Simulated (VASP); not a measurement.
The system is AlIn2.

```
CELL_PARAMETERS angstrom
4.48709 0.00000 0.00000
0.00000 4.48709 0.00000
0.00000 0.00000 3.92088
ATOMIC_POSITIONS crystal
Al 0.00000 0.00000 0.00000
In 0.00000 0.50000 0.00000
In 0.50000 0.00000 0.00000
```

| Property | Result |
| --- | --- |
| Program | VASP 6.6.1 |
| Task | relaxation of cell and atoms |
| Functional | PBE |
| Potentials or basis | VASP PAW PBE potentials, release 64 (Al, In_d) |
| Cutoff | 600 eV |
| k mesh | 4 × 4 × 4 |
| Occupations | gaussian, width 0.1 eV |
| Spin | no spin polarisation |

At the start: pressure 27.4 GPa; volume 26.31 Å³/atom.

Problem. How do energy, volume and symmetry change on relaxing?

Solution. Over 21 steps the energy falls by 1279.3 meV/atom and the volume is 30.53 Å³/atom (+16.0 %); space group P4/mmm (No. 123, to 0.05 Å).

The path:
```
step  energy change (eV)  largest force (eV/Å)  pressure (GPa)  volume (Å³)
   1              0.0000                0.0000           27.43        78.94
   2             -2.7458                0.0000           -4.10       137.44
   3             -3.2186                0.0000           -0.64       109.87
   4             -3.2157                0.0000           -1.53       112.85
   5             -3.2207                0.0000           -0.99       111.00
   6             -3.2708                0.0000           -0.90       107.91
   7             -3.4724                0.0000           -0.10        98.66
   8             -3.6291                0.0000            6.36        80.26
   9             -3.5852                0.0000            1.02        92.58
  10             -3.7433                0.0000            2.09        86.42
  11             -3.7438                0.0000            3.81        83.34
  12             -3.7552                0.0000            2.85        84.92
  13             -3.7720                0.0000            3.12        84.55
  14             -3.7722                0.0000            3.15        84.50
  15             -3.7929                0.0000            2.58        85.64
  16             -3.8307                0.0000            0.90        89.13
  17             -3.8137                0.0000           -1.50        96.37
  18             -3.8374                0.0000           -0.10        91.78
  19             -3.8375                0.0000           -0.03        91.61
  20             -3.8378                0.0000           -0.06        91.60
  21             -3.8380                0.0000           -0.04        91.59
```

Final structure:
```
CELL_PARAMETERS angstrom
5.57154 0.00000 0.00000
0.00000 5.57154 0.00000
0.00000 0.00000 2.95051
ATOMIC_POSITIONS crystal
Al 0.00000 0.00000 0.00000
In 0.00000 0.50000 0.00000
In 0.50000 0.00000 0.00000
```

Caveat: the k points lie up to 0.53 Å⁻¹ apart in the final cell; the volume moved by over 15 % at a fixed basis, so the end points are rough.
